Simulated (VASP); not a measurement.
Write the native input for VASP 6.6.1 that does the following.

```
Task                   : single point
Functional             : LDA
Potentials or basis    : VASP PAW LDA potentials, release 64 (Au)
Cutoff                 : 520 eV
k mesh                 : 7 × 7 × 16
Occupations            : gaussian, width 0.1 eV
Spin                   : no spin polarisation
Dipole correction      : no
Further INCAR settings : ALGO = Fast; EDIFF = 1e-06; NBANDS = 30
```

The structure of Au lies in POSCAR:

```
Au
1.0
    6.0280874649      0.0000000000      0.0000000000
   -2.7322372353      5.3733339906      0.0000000000
   -1.4600541167      0.8955556651      2.1597346581
Au
4
Direct
    0.0000000000      0.5000000000      0.0000000000
    0.5000000000      0.5000000000      0.0000000000
    0.0000000000      0.0000000000      0.0000000000
    0.5000000000      0.0000000000      0.0000000000
```

The input as run:

INCAR

```
  ALGO = Fast
  EDIFF = 1E-6
  ENCUT = 520
  ISIF = 2
  ISMEAR = 0
  LASPH = True
  LCHARG = False
  LREAL = False
  LWAVE = False
  NBANDS = 30
  NELM = 100
  PREC = Accurate
  SIGMA = 0.1
```

KPOINTS

```
k-points
0
Gamma
  7 7 16
```

Potentials or basis: VASP PAW LDA potentials, release 64 (Au).

Command:

```bash
$ cat potpaw_LDA.64/Au/POTCAR > POTCAR
$ mpirun -np 1 vasp_std > vasp.out
```

It gave:

* Pressure: -5.5 GPa
* Band gap on the k mesh: zero (bands 22 and 23 overlap by 4.94 eV)

Caveat: the cell stands under tension; spin-orbit coupling is left out, which moves the levels of the heavy elements.

Run time: 9.8 min on 1 thread of Intel Xeon 8259CL, with other jobs on the host, peak memory 0.45 GiB.
